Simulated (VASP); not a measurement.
## C: relaxation of cell and atoms with BLYP

Crystal: C.

```
C
1.0
     2.46400    0.00000    0.00000
    -1.23200    2.13389    0.00000
     0.00000    0.00000    6.71100
C
4
Direct
  0.00000 0.00000 0.25000
  0.00000 0.00000 0.75000
  0.33333 0.66667 0.25000
  0.66667 0.33333 0.75000
```

* Program: VASP 6.6.1
* Task: relaxation of cell and atoms
* Functional: BLYP
* Potentials or basis: VASP PAW PBE potentials, release 64 (C)
* Cutoff: 600 eV
* k mesh: 8 × 8 × 3
* Occupations: fermi-dirac, width 0.05 eV
* Spin: no spin polarisation
* Dipole correction: no
* Further INCAR settings: ALGO = Normal; EDIFF = 1e-07; IBRION = 2; EDIFFG = -0.01; NSW = 80; ISIF = 3

```yaml
Relaxed_volume: 10.75 Å³/atom
Relaxed_cell: a = 2.474 Å, b = 2.474 Å, c = 8.110 Å, α = 90.00°, β = 90.00°, γ = 120.00°
Space_group_after_relaxing_to_0.05_Å: P6_3/mmc (No. 194)
Energy_gained_by_relaxing: 23.5 meV/atom
Ionic_steps: 9
Pressure_after_relaxing: 0.0 GPa
Band_gap_on_the_k_mesh: 1.85 eV, indirect (least direct gap 1.86 eV)
```

Step by step:
```
step  energy change (eV)  largest force (eV/Å)  pressure (GPa)  volume (Å³)
   1              0.0000                0.0000            4.42        35.29
   2             -0.0023                0.0000           -4.22        36.54
   3             -0.0091                0.0000           -0.34        35.95
   4             -0.0264                0.0000           -0.26        36.56
   5             -0.0627                0.0000            0.10        38.39
   6             -0.0925                0.0000            0.91        42.02
   7             -0.0932                0.0000            1.02        42.72
   8             -0.0657                0.0000           -6.43        44.75
   9             -0.0938                0.0000           -0.01        42.98
```

Final structure:
```
CELL_PARAMETERS angstrom
2.47385 0.00000 0.00000
-1.23693 2.14242 0.00000
0.00000 0.00000 8.10953
ATOMIC_POSITIONS crystal
C 0.00000 0.00000 0.25000
C 0.00000 0.00000 0.75000
C 0.33333 0.66667 0.25000
C 0.66667 0.33333 0.75000
```

Levels at points of the mesh, in eV from the valence-band top:
| k point | band 5 | band 6 | band 7 | band 8 | band 9 | band 10 | band 11 | band 12 |
| --- | --- | --- | --- | --- | --- | --- | --- | --- |
| (0.00, 0.00, 0.00) | -2.29 | -2.29 | -2.29 | -2.29 | 4.03 | 7.86 | 9.20 | 9.20 |
| (0.50, 0.00, 0.00) | -5.57 | -5.56 | -1.53 | -1.31 | 2.47 | 2.75 | 8.27 | 8.35 |

It took 2.1 min on 1 thread of Intel(R) Xeon(R) Platinum 8488C (Sapphire Rapids) (shared host), peak memory 0.15 GiB.

Caveat: the volume moved by over 15 % at a fixed basis, so the end points are rough; the PAW data sets were made with another functional, which shifts forces and pressure a little; this functional lacks dispersion, which binds the layers, so the pressure and a relaxed spacing across them are unreliable; the volume moved by +22 % from the deposited cell, more than functionals usually miss. BLYP gives volumes clearly too large for solids.
